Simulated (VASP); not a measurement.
AlN (zincblende type), 2 atoms in the cell. The structure is cubic, space group F-43m (No. 216). Conventional cell: a = 4.271 Å, b = 4.271 Å, c = 4.271 Å, α = 90.00°, β = 90.00°, γ = 90.00°. Within 2.5 Å of Al (site symmetry -43m) lie 4 N at 1.85 Å. N (site symmetry -43m) has 4 Al at 1.85 Å within 2.5 Å. 

| Property | Result |
| --- | --- |
| Program | VASP 6.6.1 |
| Task | relaxation of cell and atoms |
| Functional | PBE |
| Potentials or basis | VASP PAW PBE potentials, release 64 (Al, N) |
| Cutoff | 600 eV |
| k mesh | 16 × 16 × 16 |
| Occupations | fermi-dirac, width 0.08 eV |
| Spin | no spin polarisation |
| Target pressure | 21 GPa |
| Dipole correction | no |
| Further INCAR settings | ALGO = Normal; EDIFF = 1e-06; IBRION = 2; EDIFFG = -0.005; NSW = 32; ISIF = 3 |

Potentials or basis: VASP PAW PBE potentials, release 64 (Al, N).

Command:

```console
$ cat potpaw_PBE.64/Al/POTCAR potpaw_PBE.64/N/POTCAR > POTCAR
$ mpirun -np 1 vasp_std > vasp.out
```

Hardware: 1 thread of Intel Xeon 8259CL (shared host).

Task: Estimate the wall time of this run.

Result: It took 48 s on 1 thread of Intel Xeon 8259CL (shared host), peak memory 0.15 GiB. Counts: scf iterations 19, k points 145, ion steps 3.
